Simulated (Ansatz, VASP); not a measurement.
**One calculation of Sn4C, two programs**

File INCAR:

```
SYSTEM = Sn4C
ALGO = Normal ; EDIFF = 1E-6
ENCUT = 520 ; GGA = PE
ISIF = 2 ; ISMEAR = 0
LASPH = .True. ; LCHARG = .False.
LREAL = .False. ; LWAVE = .False.
NBANDS = 38 ; NELM = 100
PREC = Accurate ; SIGMA = 0.1
```

The input KPOINTS:

```
k-points
0
Gamma
  4 4 4
  0 0 0
```

POSCAR

```
Sn4C
1.0
   -3.4006671100      3.4006671100      3.4006671100
    3.4006671100     -3.4006671100      3.4006671100
    3.4006671100      3.4006671100     -3.4006671100
Sn C
4 1
Direct
    0.3495999900      0.3495999900      0.3495999900
    0.6504000100      0.0000000000      0.0000000000
    0.0000000000      0.0000000000      0.6504000100
    0.0000000000      0.6504000100      0.0000000000
    0.0000000000      0.0000000000      0.0000000000
```

Input for Ansatz:

```yaml
crystal:
  lattice:
    - [-3.40066711, 3.40066711, 3.40066711]
    - [3.40066711, -3.40066711, 3.40066711]
    - [3.40066711, 3.40066711, -3.40066711]
  atoms:
    - { symbol: Sn, position: [0.34959999, 0.34959999, 0.34959999] }
    - { symbol: Sn, position: [0.65040001, 0.0, 0.0] }
    - { symbol: Sn, position: [0.0, 0.0, 0.65040001] }
    - { symbol: Sn, position: [0.0, 0.65040001, 0.0] }
    - { symbol: C, position: [0.0, 0.0, 0.0] }
basis:
  ecutwfc: 420
kpoints:
  mp_grid: { grid: [4, 4, 4] }
hamiltonian:
  xc: pbe
scf:
  occupations: { method: gaussian, width: 0.1 }
  lower_state_search: "off"
output:
  forces: true
  stress: true
  eigenvalues: true
```

Change from the starting cell: species swapped into the GeF4 type (I-43m, No. 217).

Alike in both runs: task single point; functional PBE; k mesh 4 × 4 × 4; occupations gaussian, width 0.1 eV; no spin polarisation.

```csv
,VASP,Ansatz
version,VASP 6.6.1,Ansatz 0.2.0
potentials or method,"VASP PAW PBE potentials, release 64 (Sn_d, C), cutoff 520 eV","scalar-relativistic, plane waves, PAW"
valence electrons in the cell,60,60
```

|  | VASP | Ansatz | Ansatz less VASP |
| --- | --- | --- | --- |
| gap on the k mesh at the Fermi level (eV) | none | none | - |
| pressure (GPa) | 1.9 | 2.0 | +0.06 |
| rms of the force components (eV/Å) | 1.313 | 1.320 | +0.0067 |

Atom by atom the forces differ by 0.007 eV/Å (rms over components). A gap of «none» marks a metal or a gap that the smearing closes.
